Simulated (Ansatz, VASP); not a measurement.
# One calculation of Si3N4, two programs

The input INCAR:

```
SYSTEM = Si3N4
PREC     = Accurate       ! precision mode
ENCUT    = 600            ! plane-wave cutoff, eV
EDIFF    = 1E-7           ! SCF threshold, eV
ISMEAR   = 0              ! smearing method
SIGMA    = 0.02           ! smearing width, eV
LREAL    = .False.        ! projectors in reciprocal space
LASPH    = .True.         ! aspherical terms in the spheres
NELM     = 60             ! most SCF steps
ALGO     = Normal         ! electronic algorithm
ISIF     = 3              ! what is computed and relaxed
LWAVE    = .False.        ! write WAVECAR
LCHARG   = .False.        ! write CHGCAR
GGA      = PS             ! functional
IBRION   = 2              ! ionic algorithm
NSW      = 100            ! ionic steps
EDIFFG   = -0.005         ! ionic threshold
```

File KPOINTS:

```
regular mesh
0
Gamma
  6 6 6
  0 0 0
```

File POSCAR:

```
Si3N4
1.0
   -3.2373500000      3.2373500000      3.2373500000
    3.2373500000     -3.2373500000      3.2373500000
    3.2373500000      3.2373500000     -3.2373500000
Si N
6 8
Direct
    0.2500000000      0.1250000000      0.8750000000
    0.8750000000      0.2500000000      0.1250000000
    0.7500000000      0.3750000000      0.6250000000
    0.6250000000      0.7500000000      0.3750000000
    0.1250000000      0.8750000000      0.2500000000
    0.3750000000      0.6250000000      0.7500000000
    0.5628000000      0.5628000000      0.5628000000
    0.4372000000      0.5000000000      0.0000000000
    0.5000000000      0.0000000000      0.9372000000
    0.0000000000      0.4372000000      0.5000000000
    0.9372000000      0.5000000000      0.0000000000
    0.0628000000      0.0628000000      0.0628000000
    0.0000000000      0.9372000000      0.5000000000
    0.5000000000      0.0000000000      0.4372000000
```

Input for Ansatz:

```yaml
crystal:
  lattice:
    - [-3.23735, 3.23735, 3.23735]
    - [3.23735, -3.23735, 3.23735]
    - [3.23735, 3.23735, -3.23735]
  atoms:
    - { symbol: Si, position: [0.25, 0.125, 0.875] }
    - { symbol: Si, position: [0.875, 0.25, 0.125] }
    - { symbol: Si, position: [0.75, 0.375, 0.625] }
    - { symbol: Si, position: [0.625, 0.75, 0.375] }
    - { symbol: Si, position: [0.125, 0.875, 0.25] }
    - { symbol: Si, position: [0.375, 0.625, 0.75] }
    - { symbol: "N", position: [0.5628, 0.5628, 0.5628] }
    - { symbol: "N", position: [0.4372, 0.5, 0.0] }
    - { symbol: "N", position: [0.5, 0.0, 0.9372] }
    - { symbol: "N", position: [0.0, 0.4372, 0.5] }
    - { symbol: "N", position: [0.9372, 0.5, 0.0] }
    - { symbol: "N", position: [0.0628, 0.0628, 0.0628] }
    - { symbol: "N", position: [0.0, 0.9372, 0.5] }
    - { symbol: "N", position: [0.5, 0.0, 0.4372] }
basis:
  ecutwfc: 420
kpoints:
  mp_grid: { grid: [6, 6, 6] }
hamiltonian:
  xc: pbesol
scf:
  occupations: { method: gaussian, width: 0.02 }
output:
  forces: true
  stress: true
  eigenvalues: true
  write_density: true
  write_potential: true
  elf: true
  volumetric_format: npy
relax:
  adjacent_minimum: "off"
  f_tol: 0.005
  max_steps: 80
  cell: { stress_tol: 0.05 }
```

Alike in both runs: task relaxation of cell and atoms; functional PBEsol; k mesh 6 × 6 × 6; occupations gaussian, width 0.02 eV; no spin polarisation.

|  | VASP | Ansatz |
| --- | --- | --- |
| version | VASP 6.6.1 | Ansatz 0.2.0 |
| potentials or method | VASP PAW PBE potentials, release 64 (Si, N), cutoff 600 eV | scalar-relativistic, plane waves, PAW |
| valence electrons in the cell | 64 | 64 |

|  | VASP | Ansatz | Ansatz less VASP |
| --- | --- | --- | --- |
| gap on the k mesh at the Fermi level, each at its own relaxed structure (eV) | 3.97 | 3.98 | +0.006 |
| relaxed volume (Å³/atom) | 9.61 | 9.61 | -0.003 |
| relaxed length of the cell vector where the two differ most in proportion (Å) | 5.591 | 5.590 | -0.0006 |

VASP's potentials were made for PBE, not for PBEsol.
